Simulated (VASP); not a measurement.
# ZnS (F-43m) in VASP: a series of runs

Runs on ZnS. Level: PBEsol. Tasks: single point.

Program: VASP 6.6.1. These are calculated values, not measurements. Logs are shortened: lines on timing, memory, paths and dates and some standing lists are left out, and cuts for length are marked.

**1. The cell of the first run**

It takes space group F-43m (No. 216, cubic). Conventional cell: a = 5.410 Å, b = 5.410 Å, c = 5.410 Å, α = 90.00°, β = 90.00°, γ = 90.00°. Within 3.1 Å of Zn (site symmetry -43m) lie 4 S at 2.34 Å. S (site symmetry -43m) has 4 Zn at 2.34 Å within 3.1 Å.

**2. Single point, PBEsol**

The input, INCAR:

```
PREC = Accurate ; ENCUT = 500
EDIFF = 1E-6 ; ISMEAR = 0
SIGMA = 0.1 ; LREAL = F
LASPH = T ; NELM = 120
ALGO = Normal ; ISIF = 2
LWAVE = F ; LCHARG = T
GGA = PS ; LELF = T
LVHAR = T ; NBANDS = 16
GGA_COMPAT = F
```

The input, KPOINTS:

```
Automatic mesh
0
Gamma
  6 6 6
```

The input, POSCAR:

```
ZnS
1.0
    0.0000000000      2.7050000000      2.7050000000
    2.7050000000      0.0000000000      2.7050000000
    2.7050000000      2.7050000000      0.0000000000
Zn S
1 1
Direct
    0.0000000000      0.0000000000      0.0000000000
    0.2500000000      0.2500000000      0.2500000000
```

Potentials or basis: VASP PAW PBE potentials, release 64 (Zn, S).

Run with:

```
$ cat potpaw_PBE.64/Zn/POTCAR potpaw_PBE.64/S/POTCAR > POTCAR
$ mpirun -np 1 vasp_std > vasp.out
```

OUTCAR:

```text
PREC = Accurate
   ENCUT = 500
   EDIFF = 1E-6
   ISMEAR = 0
   LREAL = F
   LASPH = T
   NELM = 120
   ISIF = 2
   GGA = PS

 ion  position               nearest neighbor table
   1  0.000  0.000  0.000-   2 2.34   2 2.34   2 2.34   2 2.34
   2  0.250  0.250  0.250-   1 2.34   1 2.34   1 2.34   1 2.34

  LATTYP: Found a face centered cubic cell.
 ALAT       =     5.4100000000

  Lattice vectors:

 A1 = (   0.0000000000,   2.7050000000,   2.7050000000)
 A2 = (   2.7050000000,   0.0000000000,   2.7050000000)
 A3 = (   2.7050000000,   2.7050000000,   0.0000000000)

Analysis of symmetry for initial positions (statically):
=====================================================================
 Subroutine PRICEL returns:
 Original cell was already a primitive cell.

 Routine SETGRP: Setting up the symmetry group for a
 face centered cubic supercell.

 Subroutine GETGRP returns: Found 24 space group operations
 (whereof 24 operations were pure point group operations)
 out of a pool of 48 trial point group operations.

The static configuration has the point symmetry T_d .

Analysis of symmetry for dynamics (positions and initial velocities):
=====================================================================
 Subroutine PRICEL returns:
 Original cell was already a primitive cell.

 Routine SETGRP: Setting up the symmetry group for a
 face centered cubic supercell.

 Subroutine GETGRP returns: Found 24 space group operations
 (whereof 24 operations were pure point group operations)
 out of a pool of 48 trial point group operations.

The dynamic configuration has the point symmetry T_d .

 Subroutine INISYM returns: Found 24 space group operations
 (whereof 24 operations are pure point group operations),
 and found     1 'primitive' translations

----------------------------------------------------------------------------------------

                                     Primitive cell

  volume of cell :      39.5851

  direct lattice vectors                    reciprocal lattice vectors
     0.000000000  2.705000000  2.705000000    -0.184842884  0.184842884  0.184842884
     2.705000000  0.000000000  2.705000000     0.184842884 -0.184842884  0.184842884
     2.705000000  2.705000000  0.000000000     0.184842884  0.184842884 -0.184842884

  length of vectors
     3.825447686  3.825447686  3.825447686     0.320157266  0.320157266  0.320157266

  position of ions in fractional coordinates (direct lattice)
     0.000000000  0.000000000  0.000000000
     0.250000000  0.250000000  0.250000000

  ion indices of the primitive-cell ions
   primitive index   ion index
                 1           1
                 2           2

----------------------------------------------------------------------------------------

 KPOINTS: Automatic mesh

Automatic generation of k-mesh.
 Grid dimensions read from file:
 generate k-points for:    6    6    6

 Generating k-lattice:

  Cartesian coordinates                     Fractional coordinates (reciprocal lattice)
    -0.030807147  0.030807147  0.030807147     0.166666667  0.000000000  0.000000000
     0.030807147 -0.030807147  0.030807147     0.000000000  0.166666667  0.000000000
     0.030807147  0.030807147 -0.030807147     0.000000000  0.000000000  0.166666667

  Length of vectors
     0.053359544  0.053359544  0.053359544

  Shift w.r.t. Gamma in fractional coordinates (k-lattice)
     0.000000000  0.000000000  0.000000000

 Subroutine IBZKPT returns following result:
 ===========================================

 Found     16 irreducible k-points:

 Following reciprocal coordinates:
            Coordinates               Weight
  0.000000  0.000000  0.000000      1.000000
  0.166667  0.000000  0.000000      8.000000
  0.333333  0.000000  0.000000      8.000000
  0.500000  0.000000  0.000000      4.000000
  0.166667  0.166667  0.000000      6.000000
  0.333333  0.166667  0.000000     24.000000
[... 8 lines left out ...]
 -0.333333  0.333333  0.166667     24.000000
 -0.333333  0.500000  0.166667     12.000000
   k-points           NKPTS =     16   k-points in BZ     NKDIM =     16   number of bands    NBANDS=     16
   number of dos      NEDOS =    301   number of ions     NIONS =      2
   total plane-waves  NPLWV =  21952
   dimension x,y,z NGX =    28 NGY =   28 NGZ =   28
   dimension x,y,z NGXF=    56 NGYF=   56 NGZF=   56
   ions per type =               1   1
   NGX,Y,Z   is equivalent  to a cutoff of  12.17, 12.17, 12.17 a.u.
   NGXF,Y,Z  is equivalent  to a cutoff of  24.34, 24.34, 24.34 a.u.
 SYSTEM =  unknown system
   PREC   = accura    normal or accurate (medium, high low for compatibility)
   ISTART =      0    job   : 0-new  1-cont  2-samecut
   ICHARG =      2    charge: 1-file 2-atom 10-const
   ISPIN  =      1    spin polarized calculation?
   LNONCOLLINEAR =      F non collinear calculations
   LSORBIT =      F    spin-orbit coupling
   LASPH  =      T    aspherical Exc in radial PAW
   ENCUT  =  500.0 eV  36.75 Ry    6.06 a.u.   6.97  6.97  6.97*2*pi/ulx,y,z
   NELM   =    120;   NELMIN=  2; NELMDL= -5     # of ELM steps
   EDIFF  = 0.1E-05   stopping-criterion for ELM
   LREAL  =      F    real-space projection
   EDIFFG = 0.1E-04   stopping-criterion for IOM
   NSW    =      0    number of steps for IOM
   IBRION =     -1    ionic relax: 0-MD 1-quasi-New 2-CG
   NFREE  =      0    steps in history (QN), initial steepest desc. (CG)
   ISIF   =      2    stress and relaxation
   ISYM   =      2    0-nonsym 1-usesym 2-fastsym
   POTIM  = 0.5000    time-step for ionic-motion
   TEBEG  =    0.0;   TEEND  =   0.0 temperature during run
   PSTRESS=    0.0 pullay stress
   NELECT =      18.0000    total number of electrons
   NUPDOWN=      -1.0000    fix difference up-down
   EMIN   =  10.00;   EMAX   =-10.00  energy-range for DOS
   EFERMI =   0.00;   METHOD = LEGACY
   ISMEAR =     0;   SIGMA  =   0.10  broadening in eV -4-tet -1-fermi 0-gaus
   EFERMI_NEDOS =   21; number of points for ismear=-14 and -15
   IALGO  =     38    algorithm
   IMIX   =      4    mixing-type and parameters
     AMIX     =   0.40;   BMIX     =  1.00
     AMIX_MAG =   1.60;   BMIX_MAG =  1.00
  volume/ion in A,a.u.               =      19.79       133.57
  Fermi-wavevector in a.u.,A,eV,Ry     =   1.258892  2.378961 21.562629  1.584809
  Thomas-Fermi vector in A             =   2.392479
   LORBIT       =      0    0 simple, 1 ext, 2 COOP (PROOUT), +10 PAW based schemes
   GGA     = PS    functional components
   LHFCALC =     F    Hartree Fock is set to
   AEXX    =    0.0000 exact exchange contribution
   IVDW    =     0    specifies the selected vdW correction
   LEPSILON=     F    determine dielectric tensor
   LRPA    =     F    only Hartree local field effects (RPA)
 non-spin polarized calculation
 Gauss-broadening in eV      SIGMA  =   0.10
  energy-cutoff  :      500.00
  volume of cell :       39.59
 maximum number of plane-waves:      1018
   NGX = 13   NGY = 13   NGZ = 13

 number of electron      17.9999998 magnetization

 Free energy of the ion-electron system (eV)
  ---------------------------------------------------
  ext. energy  EPLUGINS =         0.00000000
  ---------------------------------------------------
  free energy    TOTEN  =        -7.57858555 eV

  energy without entropy =       -7.57858555  energy(sigma->0) =       -7.57858555

 E-fermi :   2.4360     XC(G=0):  -9.8334

 val. band max:        1.9849308524   @ k =   0.0000   0.0000   0.0000
 cond. band min:       3.9469753797   @ k =   0.0000   0.0000   0.0000
 fundamental gap:      1.9620445272
 Fermi energy:         2.4360470856

 k-point     1 :       0.0000    0.0000    0.0000
  band No.  band energies     occupation
      1     -11.1467      2.00000
      2      -4.3752      2.00000
      3      -4.3752      2.00000
      4      -4.3752      2.00000
      5      -3.8802      2.00000
      6      -3.8802      2.00000
[... 8 lines left out ...]
     15      13.7145      0.00000
     16      13.7145      0.00000

 k-point     2 :       0.1667    0.0000    0.0000
  band No.  band energies     occupation
      1     -10.9421      2.00000
      2      -4.3704      2.00000
      3      -4.3400      2.00000
      4      -4.3400      2.00000
      5      -3.8822      2.00000
      6      -3.8822      2.00000
[... 8 lines left out ...]
     15      12.8865      0.00000
     16      14.4468      0.00000

 k-point     3 :       0.3333    0.0000    0.0000
  band No.  band energies     occupation
      1     -10.4771      2.00000
      2      -4.2817      2.00000
      3      -4.2817      2.00000
      4      -4.2194      2.00000
      5      -3.8686      2.00000
      6      -3.8686      2.00000
[... 8 lines left out ...]
     15      13.4962      0.00000
     16      13.6107      0.00000

 k-point     4 :       0.5000    0.0000    0.0000
  band No.  band energies     occupation
      1     -10.2071      2.00000
      2      -4.2611      2.00000
      3      -4.2611      2.00000
      4      -3.8500      2.00000
      5      -3.8500      2.00000
      6      -3.6794      2.00000
[... 8 lines left out ...]
     15      15.3617      0.00000
     16      15.3617      0.00000
[... 172 lines left out ...]
 k-point    14 :       0.5000    0.3333    0.1667
  band No.  band energies     occupation
      1     -10.1544      2.00000
      2      -4.2878      2.00000
      3      -4.1983      2.00000
      4      -4.0824      2.00000
      5      -3.8578      2.00000
      6      -3.8059      2.00000
[... 8 lines left out ...]
     15      15.8425      0.00000
     16      16.4911      0.00000

 k-point    15 :      -0.3333    0.3333    0.1667
  band No.  band energies     occupation
      1      -9.9707      2.00000
      2      -4.2457      2.00000
      3      -4.1566      2.00000
      4      -3.9340      2.00000
      5      -3.8906      2.00000
      6      -3.5669      2.00000
[... 8 lines left out ...]
     15      15.6001      0.00000
     16      16.3581      0.00000

 k-point    16 :      -0.3333    0.5000    0.1667
  band No.  band energies     occupation
      1      -9.8867      2.00000
      2      -4.2898      2.00000
      3      -4.0835      2.00000
      4      -3.9965      2.00000
      5      -3.8575      2.00000
      6      -3.5254      2.00000
[... 8 lines left out ...]
     15      15.8747      0.00000
     16      16.6985      0.00000

------------------------ aborting loop because EDIFF is reached ----------------------------------------

  FORCE on cell =-STRESS in cart. coord.  units (eV):
  Direction    XX          YY          ZZ          XY          YZ          ZX
  --------------------------------------------------------------------------------------
  -------------------------------------------------------------------------------------
  Total       -0.4968027     -0.4968027     -0.4968027      0.0000000      0.0000000     -0.0000000
  in kB      -20.1077147    -20.1077147    -20.1077147      0.0000000      0.0000000     -0.0000000
  external PRESSURE =     -20.1077147 kB  Pullay stress =       0.0000000 kB

 VOLUME and BASIS-vectors are now :
 -----------------------------------------------------------------------------
  energy-cutoff  :      500.00
  volume of cell :       39.59
      direct lattice vectors                 reciprocal lattice vectors
     0.000000000  2.705000000  2.705000000    -0.184842884  0.184842884  0.184842884
     2.705000000  0.000000000  2.705000000     0.184842884 -0.184842884  0.184842884
     2.705000000  2.705000000  0.000000000     0.184842884  0.184842884 -0.184842884

 POSITION                                       TOTAL-FORCE (eV/Angst)
 -----------------------------------------------------------------------------------
      0.00000      0.00000      0.00000        -0.000000     -0.000000     -0.000000
      1.35250      1.35250      1.35250         0.000000      0.000000      0.000000
 -----------------------------------------------------------------------------------
    total drift:                                0.000000      0.000000      0.000000

  FREE ENERGIE OF THE ION-ELECTRON SYSTEM (eV)
  ---------------------------------------------------
  free  energy   TOTEN  =        -7.5785855529 eV

  energy  without entropy=       -7.5785855529  energy(sigma->0) =       -7.57858555
```

Wall time 13 s (1 thread of Intel Xeon 8259CL, shared host); peak memory 0.15 GiB.

Results:

- Free energy: -7.5786 eV
- Pressure: -2.0 GPa
- Band gap on the k mesh: 1.96 eV

Levels at points of the mesh, in eV from the valence-band top:
```csv
k point,band 7,band 8,band 9,band 10,band 11,band 12
"(0.00, 0.00, 0.00)",0.00,0.00,0.00,1.96,6.31,6.31
"(0.50, 0.00, 0.00)",-5.34,-0.87,-0.87,3.19,6.83,6.83
"(0.50, 0.50, 0.00)",-4.60,-2.24,-2.24,3.24,3.97,10.81
```

Caveat: the PAW data sets were made with another functional, which shifts forces and pressure a little.

**3. Single point, PBEsol**

This run uses another cell than the first one, of 19.21 Å³/atom.

The input, INCAR:

```
ALGO     = Normal         # electronic algorithm
EDIFF    = 1E-6           # SCF threshold, eV
ENCUT    = 500            # plane-wave cutoff, eV
GGA      = PS             # functional
GGA_COMPAT= F            
ISIF     = 2              # what is computed and relaxed
ISMEAR   = 0              # smearing method
LASPH    = T              # aspherical terms in the spheres
LCHARG   = F              # write CHGCAR
LREAL    = F              # projectors in reciprocal space
LWAVE    = F              # write WAVECAR
NBANDS   = 16             # bands
NELM     = 120            # most SCF steps
PREC     = Accurate       # precision mode
SIGMA    = 0.02           # smearing width, eV
```

The input, KPOINTS:

```
k-points
0
Gamma
  8 8 8
```

The input, POSCAR:

```
ZnS
1.0
    0.0000000000      2.6783138069      2.6783138069
    2.6783138069      0.0000000000      2.6783138069
    2.6783138069      2.6783138069      0.0000000000
Zn S
1 1
Direct
    0.0000000000      0.0000000000      0.0000000000
    0.2500000000      0.2500000000      0.2500000000
```

Potentials or basis: VASP PAW PBE potentials, release 64 (Zn, S).

Run with:

```
$ cat potpaw_PBE.64/Zn/POTCAR potpaw_PBE.64/S/POTCAR > POTCAR
$ mpirun -np 1 vasp_std > vasp.out
```

Run time: 22 s. Hardware: 1 thread of Intel Xeon 8259CL, shared host; peak memory 0.16 GiB.

Results (log left out):

```yaml
Free_energy: -7.5884 eV
Pressure: 0.2 GPa
Band_gap_on_the_k_mesh: 2.09 eV
```

Levels at points of the mesh, in eV from the valence-band top:
```
           k point  band 6  band 7  band 8  band 9  band 10  band 11  band 12  band 13
(0.00, 0.00, 0.00)   -5.95    0.00    0.00    0.00     2.09     6.29     6.29     6.29
(0.50, 0.00, 0.00)   -5.75   -5.54   -0.92   -0.92     3.24     6.82     6.82     8.79
(0.50, 0.50, 0.00)   -5.73   -4.71   -2.35   -2.35     3.18     3.96    11.02    12.06
```

Caveat: the PAW data sets were made with another functional, which shifts forces and pressure a little.

**4. Single point, PBEsol**

This run uses another cell than the first one, of 19.21 Å³/atom.

The input, INCAR:

```
SYSTEM = ZnS
  PREC = Accurate
  ENCUT = 500
  EDIFF = 1E-6
  ISMEAR = 0
  SIGMA = 0.01
  LREAL = .FALSE.
  LASPH = .TRUE.
  NELM = 120
  ALGO = Normal
  ISIF = 2
  LWAVE = .FALSE.
  LCHARG = .FALSE.
  GGA = PS
  NBANDS = 16
  GGA_COMPAT = .FALSE.
```

The input, KPOINTS:

```
Automatic mesh
0
G
  8 8 8
  0 0 0
```

POSCAR is that of step 3.

Run with:

```
$ cat potpaw_PBE.64/Zn/POTCAR potpaw_PBE.64/S/POTCAR > POTCAR
$ mpirun -np 1 vasp_std > vasp.out
```

Run time: 22 s. Hardware: 1 thread of Intel Xeon 8259CL, shared host; peak memory 0.16 GiB.

Results (log left out):

| Quantity | Value |
| --- | --- |
| Free energy | -7.5884 eV |
| Pressure | 0.2 GPa |
| Band gap on the k mesh | 2.09 eV |

Levels at points of the mesh, in eV from the valence-band top:
```
           k point  band 6  band 7  band 8  band 9  band 10  band 11  band 12  band 13
(0.00, 0.00, 0.00)   -5.95    0.00    0.00    0.00     2.09     6.29     6.29     6.29
(0.50, 0.00, 0.00)   -5.75   -5.54   -0.92   -0.92     3.24     6.82     6.82     8.79
(0.50, 0.50, 0.00)   -5.73   -4.71   -2.35   -2.35     3.18     3.96    11.02    12.06
```

Caveat: the PAW data sets were made with another functional, which shifts forces and pressure a little.

(Part 1 of 2 ends here.)
